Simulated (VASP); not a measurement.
# Cu (P6_3/mmc) in VASP: a series of runs, part 2 of 2

VASP 6.6.1. The steps go on from the part before.

## (3) Single point, PBEsol

This run uses another cell than the first one, of 9.64 Å³/atom, 1.053 times its volume.

File INCAR:

```
PREC = Accurate ; ENCUT = 520
EDIFF = 1E-7 ; ISMEAR = 1
SIGMA = 0.05 ; LREAL = F
LASPH = T ; NELM = 80
ALGO = Normal ; ISIF = 2
LWAVE = F ; LCHARG = T
GGA = PS ; LELF = T
LVHAR = T ; NBANDS = 18
```

File KPOINTS:

```
regular mesh
0
Gamma
  11 11 6
```

File POSCAR:

```
Cu
1.0
    2.3819812020      0.0000000000      0.0000000000
   -1.1909906010      2.0628562323      0.0000000000
    0.0000000000      0.0000000000      3.9218966894
Cu
2
Direct
    0.3333333333      0.6666666667      0.2500000000
    0.6666666667      0.3333333333      0.7500000000
```

Potentials or basis: VASP PAW PBE potentials, release 64 (Cu).

Command:

```bash
> cat potpaw_PBE.64/Cu/POTCAR > POTCAR
> mpirun -np 1 vasp_std > vasp.out
```

OUTCAR:

```text
PREC = Accurate
   ENCUT = 520
   EDIFF = 1E-7
   ISMEAR = 1
   LREAL = F
   LASPH = T
   NELM = 80
   ISIF = 2
   GGA = PS

 ion  position               nearest neighbor table
   1  0.333  0.667  0.250-   2 2.40   2 2.40   2 2.40   2 2.40   2 2.40   2 2.40
   2  0.667  0.333  0.750-   1 2.40   1 2.40   1 2.40   1 2.40   1 2.40   1 2.40

  LATTYP: Found a hexagonal cell.
 ALAT       =     2.3819812020
 C/A-ratio  =     1.6464851553

  Lattice vectors:

 A1 = (   2.3819812020,   0.0000000000,   0.0000000000)
 A2 = (  -1.1909906010,   2.0628562323,   0.0000000000)
 A3 = (   0.0000000000,   0.0000000000,   3.9218966894)

Analysis of symmetry for initial positions (statically):
=====================================================================
 Subroutine PRICEL returns:
 Original cell was already a primitive cell.

 Routine SETGRP: Setting up the symmetry group for a
 hexagonal supercell.

 Subroutine GETGRP returns: Found 24 space group operations
 (whereof 12 operations were pure point group operations)
 out of a pool of 24 trial point group operations.

The static configuration has the point symmetry D_3d.
 The point group associated with its full space group is D_6h.

Analysis of symmetry for dynamics (positions and initial velocities):
=====================================================================
 Subroutine PRICEL returns:
 Original cell was already a primitive cell.

 Routine SETGRP: Setting up the symmetry group for a
 hexagonal supercell.

 Subroutine GETGRP returns: Found 24 space group operations
 (whereof 12 operations were pure point group operations)
 out of a pool of 24 trial point group operations.

The dynamic configuration has the point symmetry D_3d.
 The point group associated with its full space group is D_6h.

 Subroutine INISYM returns: Found 24 space group operations
[... 113 lines left out ...]
   EFERMI_NEDOS =   21; number of points for ismear=-14 and -15
   IALGO  =     38    algorithm
   IMIX   =      4    mixing-type and parameters
     AMIX     =   0.40;   BMIX     =  1.00
     AMIX_MAG =   1.60;   BMIX_MAG =  1.00
  volume/ion in A,a.u.               =       9.64        65.02
  Fermi-wavevector in a.u.,A,eV,Ry     =   1.710992  3.233306 39.830956  2.927493
  Thomas-Fermi vector in A             =   2.789188
   LORBIT       =      0    0 simple, 1 ext, 2 COOP (PROOUT), +10 PAW based schemes
   GGA     = PS    functional components
   LHFCALC =     F    Hartree Fock is set to
   AEXX    =    0.0000 exact exchange contribution
   IVDW    =     0    specifies the selected vdW correction
   LEPSILON=     F    determine dielectric tensor
   LRPA    =     F    only Hartree local field effects (RPA)
 non-spin polarized calculation
 Methfessel and Paxton  Order N= 1 SIGMA  =   0.05
  energy-cutoff  :      520.00
  volume of cell :       19.27
 maximum number of plane-waves:       549
 NGX is ok and might be reduce to    18
   NGX =  9   NGY =  9   NGZ = 15

 number of electron      22.0000006 magnetization

 Free energy of the ion-electron system (eV)
  ---------------------------------------------------
  ext. energy  EPLUGINS =         0.00000000
  ---------------------------------------------------
  free energy    TOTEN  =        -8.22707709 eV

  energy without entropy =       -8.22678389  energy(sigma->0) =       -8.22697936

 E-fermi :  10.3377     XC(G=0): -14.1433

 val. band max:       10.2031318819   @ k =   0.4545   0.0000   0.5000
 cond. band min:      10.3527729484   @ k =   0.2727   0.1818   0.5000
 fundamental gap:      0.1496410665
 Fermi energy:        10.3377110109

 k-point     1 :       0.0000    0.0000    0.0000
  band No.  band energies     occupation
      1      -0.8552      2.00000
      2       3.7876      2.00000
      3       6.4068      2.00000
      4       6.5217      2.00000
      5       6.5217      2.00000
      6       6.8036      2.00000
[... 481 lines left out ...]
      5       6.3840      2.00000
      6       6.6535      2.00000
[... 10 lines left out ...]
     17      32.3345      0.00000
     18      34.4208      0.00000

 [... further k-points ...]

------------------------ aborting loop because EDIFF is reached ----------------------------------------

  FORCE on cell =-STRESS in cart. coord.  units (eV):
  Direction    XX          YY          ZZ          XY          YZ          ZX
  --------------------------------------------------------------------------------------
  -------------------------------------------------------------------------------------
  Total        4.9048034      4.9048034      4.8976857     -0.0000000      0.0000000      0.0000000
  in kB      407.7826508    407.7826509    407.1908926     -0.0000000      0.0000000      0.0000000
  external PRESSURE =     407.5853981 kB  Pullay stress =       0.0000000 kB

 VOLUME and BASIS-vectors are now :
 -----------------------------------------------------------------------------
  energy-cutoff  :      520.00
  volume of cell :       19.27
      direct lattice vectors                 reciprocal lattice vectors
     2.381981202  0.000000000  0.000000000     0.419818594  0.242382378  0.000000000
    -1.190990601  2.062856232  0.000000000     0.000000000  0.484764757  0.000000000
     0.000000000  0.000000000  3.921896689     0.000000000  0.000000000  0.254978670

 POSITION                                       TOTAL-FORCE (eV/Angst)
 -----------------------------------------------------------------------------------
     -0.00000      1.37524      0.98047         0.000000      0.000000      0.000000
      1.19099      0.68762      2.94142        -0.000000      0.000000      0.000000
 -----------------------------------------------------------------------------------
    total drift:                               -0.000000      0.000000     -0.000000

  FREE ENERGIE OF THE ION-ELECTRON SYSTEM (eV)
  ---------------------------------------------------
  free  energy   TOTEN  =        -8.2270770882 eV

  energy  without entropy=       -8.2267838890  energy(sigma->0) =       -8.22697936
```

Run time: 9.4 s. Hardware: 1 thread of Intel Xeon 6975P-C (Granite Rapids), shared host; peak memory 0.13 GiB.

What came out:

```
Free energy            : -8.2271 eV
Pressure               : 40.8 GPa
Band gap on the k mesh : zero (band 11 reaches 14.09 eV, above the bottom of band 12 at 7.93 eV)
```

Levels at points of the mesh, in eV from the Fermi level:
```csv
k point,band 7,band 8,band 9,band 10,band 11,band 12,band 13,band 14,band 15,band 16
"(0.00, 0.00, 0.00)",-3.53,-3.10,-3.10,-2.11,-2.11,-1.90,4.62,22.95,25.06,25.06
"(0.00, 0.00, 0.50)",-3.86,-3.86,-2.41,-2.41,-2.41,-2.41,13.88,13.88,23.72,23.72
```

Caveat: the PAW data sets were made with another functional, which shifts forces and pressure a little.

## (4) Single point, PBEsol

This run uses another cell than the first one, of 10.29 Å³/atom, 1.124 times its volume.

File INCAR:

```
SYSTEM = Cu
ALGO = Normal
EDIFF = 1E-7
ENCUT = 520
GGA = PS
ISIF = 2
ISMEAR = 1
LASPH = .True.
LCHARG = .False.
LREAL = .False.
LWAVE = .False.
NBANDS = 18
NELM = 100
PREC = Accurate
SIGMA = 0.05
```

File KPOINTS:

```
k-points
0
Gamma
  11 11 6
  0 0 0
```

File POSCAR:

```
Cu
1.0
    2.4341302774      0.0000000000      0.0000000000
   -1.2170651387      2.1080186564      0.0000000000
    0.0000000000      0.0000000000      4.0100909927
Cu
2
Direct
    0.3333333333      0.6666666667      0.2500000000
    0.6666666667      0.3333333333      0.7500000000
```

Potentials or basis: VASP PAW PBE potentials, release 64 (Cu).

Command:

```bash
> cat potpaw_PBE.64/Cu/POTCAR > POTCAR
> mpirun -np 1 vasp_std > vasp.out
```

OUTCAR:

```text
SYSTEM = Cu
   EDIFF = 1E-7
   ENCUT = 520
   GGA = PS
   ISIF = 2
   ISMEAR = 1
   LASPH = .True.
   LREAL = .False.
   NELM = 100
   PREC = Accurate

 ion  position               nearest neighbor table
   1  0.333  0.667  0.250-   2 2.45   2 2.45   2 2.45   2 2.45   2 2.45   2 2.45
   2  0.667  0.333  0.750-   1 2.45   1 2.45   1 2.45   1 2.45   1 2.45   1 2.45

  LATTYP: Found a hexagonal cell.
 ALAT       =     2.4341302774
 C/A-ratio  =     1.6474430436

  Lattice vectors:

 A1 = (   2.4341302774,   0.0000000000,   0.0000000000)
 A2 = (  -1.2170651387,   2.1080186564,   0.0000000000)
 A3 = (   0.0000000000,   0.0000000000,   4.0100909927)

Analysis of symmetry for initial positions (statically):
=====================================================================
 Subroutine PRICEL returns:
 Original cell was already a primitive cell.

 Routine SETGRP: Setting up the symmetry group for a
 hexagonal supercell.

 Subroutine GETGRP returns: Found 24 space group operations
 (whereof 12 operations were pure point group operations)
 out of a pool of 24 trial point group operations.

The static configuration has the point symmetry D_3d.
 The point group associated with its full space group is D_6h.

Analysis of symmetry for dynamics (positions and initial velocities):
=====================================================================
 Subroutine PRICEL returns:
 Original cell was already a primitive cell.

 Routine SETGRP: Setting up the symmetry group for a
 hexagonal supercell.

 Subroutine GETGRP returns: Found 24 space group operations
 (whereof 12 operations were pure point group operations)
 out of a pool of 24 trial point group operations.

The dynamic configuration has the point symmetry D_3d.
 The point group associated with its full space group is D_6h.

 Subroutine INISYM returns: Found 24 space group operations
 (whereof 12 operations are pure point group operations),
 and found     1 'primitive' translations

----------------------------------------------------------------------------------------

                                     Primitive cell

  volume of cell :      20.5765

  direct lattice vectors                    reciprocal lattice vectors
     2.434130277  0.000000000  0.000000000     0.410824355  0.237189552  0.000000000
    -1.217065139  2.108018656  0.000000000     0.000000000  0.474379103  0.000000000
     0.000000000  0.000000000  4.010090993     0.000000000  0.000000000  0.249370900

  length of vectors
     2.434130277  2.434130277  4.010090993     0.474379103  0.474379103  0.249370900

  position of ions in fractional coordinates (direct lattice)
     0.333333333  0.666666667  0.250000000
     0.666666667  0.333333333  0.750000000

  ion indices of the primitive-cell ions
   primitive index   ion index
                 1           1
                 2           2

----------------------------------------------------------------------------------------

 KPOINTS: k-points

Automatic generation of k-mesh.
 Grid dimensions read from file:
 generate k-points for:   11   11    6

 Generating k-lattice:

  Cartesian coordinates                     Fractional coordinates (reciprocal lattice)
     0.037347669  0.021562687  0.000000000     0.090909091  0.000000000  0.000000000
     0.000000000  0.043125373  0.000000000     0.000000000  0.090909091  0.000000000
     0.000000000  0.000000000  0.041561817     0.000000000  0.000000000  0.166666667

  Length of vectors
     0.043125373  0.043125373  0.041561817

  Shift w.r.t. Gamma in fractional coordinates (k-lattice)
     0.000000000  0.000000000  0.000000000

 Subroutine IBZKPT returns following result:
 ===========================================

 Found     64 irreducible k-points:

 Following reciprocal coordinates:
            Coordinates               Weight
  0.000000  0.000000  0.000000      1.000000
  0.090909  0.000000  0.000000      6.000000
  0.181818  0.000000  0.000000      6.000000
  0.272727  0.000000  0.000000      6.000000
  0.363636  0.000000  0.000000      6.000000
  0.454545  0.000000  0.000000      6.000000
[... 16 lines left out ...]
  0.090909  0.090909  0.166667     12.000000
  0.181818  0.090909  0.166667     24.000000
 [... further k-points ...]
   k-points           NKPTS =     64   k-points in BZ     NKDIM =     64   number of bands    NBANDS=     18
   number of dos      NEDOS =    301   number of ions     NIONS =      2
   total plane-waves  NPLWV =   9720
   dimension x,y,z NGX =    18 NGY =   18 NGZ =   30
   dimension x,y,z NGXF=    36 NGYF=   36 NGZF=   60
   ions per type =               2
   NGX,Y,Z   is equivalent  to a cutoff of  12.29, 12.29, 12.44 a.u.
   NGXF,Y,Z  is equivalent  to a cutoff of  24.59, 24.59, 24.87 a.u.
 SYSTEM =  Cu
   PREC   = accura    normal or accurate (medium, high low for compatibility)
   ISTART =      0    job   : 0-new  1-cont  2-samecut
   ICHARG =      2    charge: 1-file 2-atom 10-const
   ISPIN  =      1    spin polarized calculation?
   LNONCOLLINEAR =      F non collinear calculations
   LSORBIT =      F    spin-orbit coupling
   LASPH  =      T    aspherical Exc in radial PAW
   ENCUT  =  520.0 eV  38.22 Ry    6.18 a.u.   4.53  4.53  7.46*2*pi/ulx,y,z
   NELM   =    100;   NELMIN=  2; NELMDL= -5     # of ELM steps
   EDIFF  = 0.1E-06   stopping-criterion for ELM
   LREAL  =      F    real-space projection
   EDIFFG = 0.1E-05   stopping-criterion for IOM
   NSW    =      0    number of steps for IOM
   IBRION =     -1    ionic relax: 0-MD 1-quasi-New 2-CG
   NFREE  =      0    steps in history (QN), initial steepest desc. (CG)
   ISIF   =      2    stress and relaxation
   ISYM   =      2    0-nonsym 1-usesym 2-fastsym
   POTIM  = 0.5000    time-step for ionic-motion
   TEBEG  =    0.0;   TEEND  =   0.0 temperature during run
   PSTRESS=    0.0 pullay stress
   NELECT =      22.0000    total number of electrons
   NUPDOWN=      -1.0000    fix difference up-down
   EMIN   =  10.00;   EMAX   =-10.00  energy-range for DOS
   EFERMI =   0.00;   METHOD = LEGACY
   ISMEAR =     1;   SIGMA  =   0.05  broadening in eV -4-tet -1-fermi 0-gaus
   EFERMI_NEDOS =   21; number of points for ismear=-14 and -15
   IALGO  =     38    algorithm
   IMIX   =      4    mixing-type and parameters
     AMIX     =   0.40;   BMIX     =  1.00
     AMIX_MAG =   1.60;   BMIX_MAG =  1.00
  volume/ion in A,a.u.               =      10.29        69.43
  Fermi-wavevector in a.u.,A,eV,Ry     =   1.674011  3.163421 38.127766  2.802312
  Thomas-Fermi vector in A             =   2.758881
   LORBIT       =      0    0 simple, 1 ext, 2 COOP (PROOUT), +10 PAW based schemes
   GGA     = PS    functional components
   LHFCALC =     F    Hartree Fock is set to
   AEXX    =    0.0000 exact exchange contribution
   IVDW    =     0    specifies the selected vdW correction
   LEPSILON=     F    determine dielectric tensor
   LRPA    =     F    only Hartree local field effects (RPA)
 non-spin polarized calculation
 Methfessel and Paxton  Order N= 1 SIGMA  =   0.05
  energy-cutoff  :      520.00
  volume of cell :       20.58
 maximum number of plane-waves:       571
 NGX is ok and might be reduce to    18
   NGX =  9   NGY =  9   NGZ = 15

 number of electron      22.0000042 magnetization

 Free energy of the ion-electron system (eV)
  ---------------------------------------------------
  ext. energy  EPLUGINS =         0.00000000
  ---------------------------------------------------
  free energy    TOTEN  =        -8.47406493 eV

  energy without entropy =       -8.47386125  energy(sigma->0) =       -8.47399704

 E-fermi :   9.3309     XC(G=0): -13.7355

 val. band max:        9.2853264605   @ k =   0.4545   0.0000   0.5000
 cond. band min:       9.3462686646   @ k =   0.2727   0.1818   0.5000
 fundamental gap:      0.0609422041
 Fermi energy:         9.3308792766

 k-point     1 :       0.0000    0.0000    0.0000
  band No.  band energies     occupation
      1      -1.2618      2.00000
      2       3.2667      2.00000
      3       5.6873      2.00000
      4       5.7957      2.00000
      5       5.7957      2.00000
      6       6.0480      2.00000
[... 10 lines left out ...]
     17      34.4796      0.00000
     18      34.7653      0.00000
[... 463 lines left out ...]
 k-point    24 :       0.1818    0.0909    0.1667
  band No.  band energies     occupation
      1       0.9489      2.00000
      2       4.1485      2.00000
      3       4.7906      2.00000
      4       5.1395      2.00000
      5       5.6707      2.00000
      6       5.9161      2.00000
[... 10 lines left out ...]
     17      30.5790      0.00000
     18      32.5830      0.00000

 [... further k-points ...]

------------------------ aborting loop because EDIFF is reached ----------------------------------------

  FORCE on cell =-STRESS in cart. coord.  units (eV):
  Direction    XX          YY          ZZ          XY          YZ          ZX
  --------------------------------------------------------------------------------------
  -------------------------------------------------------------------------------------
  Total        2.6646751      2.6646751      2.6575976      0.0000000     -0.0000000      0.0000000
  in kB      207.4829180    207.4829180    206.9318352      0.0000000     -0.0000000      0.0000000
  external PRESSURE =     207.2992237 kB  Pullay stress =       0.0000000 kB

 VOLUME and BASIS-vectors are now :
 -----------------------------------------------------------------------------
  energy-cutoff  :      520.00
  volume of cell :       20.58
      direct lattice vectors                 reciprocal lattice vectors
     2.434130277  0.000000000  0.000000000     0.410824355  0.237189552  0.000000000
    -1.217065139  2.108018656  0.000000000     0.000000000  0.474379103  0.000000000
     0.000000000  0.000000000  4.010090993     0.000000000  0.000000000  0.249370900

 POSITION                                       TOTAL-FORCE (eV/Angst)
 -----------------------------------------------------------------------------------
     -0.00000      1.40535      1.00252        -0.000000      0.000000     -0.000000
      1.21707      0.70267      3.00757         0.000000      0.000000      0.000000
 -----------------------------------------------------------------------------------
    total drift:                               -0.000000      0.000000     -0.000000

  FREE ENERGIE OF THE ION-ELECTRON SYSTEM (eV)
  ---------------------------------------------------
  free  energy   TOTEN  =        -8.4740649259 eV

  energy  without entropy=       -8.4738612535  energy(sigma->0) =       -8.47399704
```

OSZICAR:

```text
N       E                     dE             d eps       ncg     rms          rms(c)
DAV:   1     0.115442145182E+03    0.11544E+03   -0.10557E+04  2560   0.229E+03
DAV:   2    -0.489261765707E+01   -0.12033E+03   -0.11410E+03  2304   0.289E+02
DAV:   3    -0.106719139630E+02   -0.57793E+01   -0.55854E+01  2558   0.845E+01
DAV:   4    -0.107275129057E+02   -0.55599E-01   -0.55563E-01  2762   0.880E+00
DAV:   5    -0.107282112513E+02   -0.69835E-03   -0.69832E-03  2808   0.875E-01    0.120E+01
DAV:   6    -0.911517944722E+01    0.16130E+01   -0.11369E+01  2436   0.102E+02    0.480E+00
DAV:   7    -0.851137867488E+01    0.60380E+00   -0.19428E+00  2544   0.385E+01    0.983E-01
DAV:   8    -0.847735504064E+01    0.34024E-01   -0.11800E-02  3278   0.127E+00    0.398E-01
DAV:   9    -0.847402621963E+01    0.33288E-02   -0.28033E-03  3008   0.162E+00    0.130E-02
DAV:  10    -0.847406299943E+01   -0.36780E-04   -0.16161E-04  2470   0.132E-01    0.443E-03
DAV:  11    -0.847406520980E+01   -0.22104E-05   -0.23737E-06  3574   0.193E-02    0.275E-03
DAV:  12    -0.847406489931E+01    0.31049E-06   -0.23620E-07  1950   0.118E-02    0.438E-04
DAV:  13    -0.847406492591E+01   -0.26603E-07   -0.15573E-08  1432   0.157E-03
   1 F= -.84740649E+01 E0= -.84739970E+01  d E =-.203672E-03
```

Run time: 9.2 s. Hardware: 1 thread of Intel Xeon 6975P-C (Granite Rapids), shared host; peak memory 0.13 GiB.

What came out:

| Property | Result |
| --- | --- |
| Free energy | -8.4741 eV |
| Pressure | 20.7 GPa |
| Band gap on the k mesh | zero (band 11 reaches 12.96 eV, above the bottom of band 12 at 7.06 eV) |

Caveat: the PAW data sets were made with another functional, which shifts forces and pressure a little.

## (5) Summary

```tsv
cell	gap on the mesh (eV)	pressure (GPa)
a = 2.342, b = 2.342, c = 3.854 Å, angles 90.0, 90.0, 120.0°, 2 atoms	none	60.8
a = 2.382, b = 2.382, c = 3.922 Å, angles 90.0, 90.0, 120.0°, 2 atoms	none	40.8
a = 2.434, b = 2.434, c = 4.010 Å, angles 90.0, 90.0, 120.0°, 2 atoms	none	20.7
```

Alike in all rows: task single point; level PBEsol; potentials or basis VASP PAW PBE potentials, release 64 (Cu); no spin polarisation; k mesh 11 × 11 × 6; cutoff (eV) 520; smearing methfessel-paxton 0.05 eV.

Caveats: the PAW data sets were made with another functional, which shifts forces and pressure a little.

Total energies depend on the potentials used, so only differences within one code and one set of settings carry meaning.
